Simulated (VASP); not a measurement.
Input of a VASP 6.6.1 run:

Contents of INCAR:

```
ALGO = Fast ; EDIFF = 1E-6
ENCUT = 520 ; GGA = PE
ISIF = 2 ; ISMEAR = -1
LASPH = T ; LCHARG = F
LREAL = F ; LWAVE = F
NBANDS = 15 ; NELM = 100
PREC = Accurate ; SIGMA = 0.05
```

File KPOINTS:

```
k-points
0
Gamma
  9 9 5
```

Contents of POSCAR:

```
Os
1.0
    2.7341000000      0.0000000000      0.0000000000
   -1.3670500000      2.3678000565      0.0000000000
    0.0000000000      0.0000000000      4.3197000000
Os
2
Direct
    0.6666666667      0.3333333333      0.7500000000
    0.3333333333      0.6666666667      0.2500000000
```

Potentials or basis: VASP PAW PBE potentials, release 64 (Os).

Command:

```console
$ cat potpaw_PBE.64/Os/POTCAR > POTCAR
$ mpirun -np 1 vasp_std > vasp.out
```

Predict the band gap on the k mesh.

zero (band 8 reaches 11.50 eV, above the bottom of band 9 at 7.66 eV).

Predict the pressure.

8.4 GPa.

Stress tensor (GPa, compression positive):
```
8.05 0.00 0.00
0.00 8.05 0.00
0.00 0.00 9.18
```

Caveat: spin-orbit coupling is left out, which moves the levels of the heavy elements.
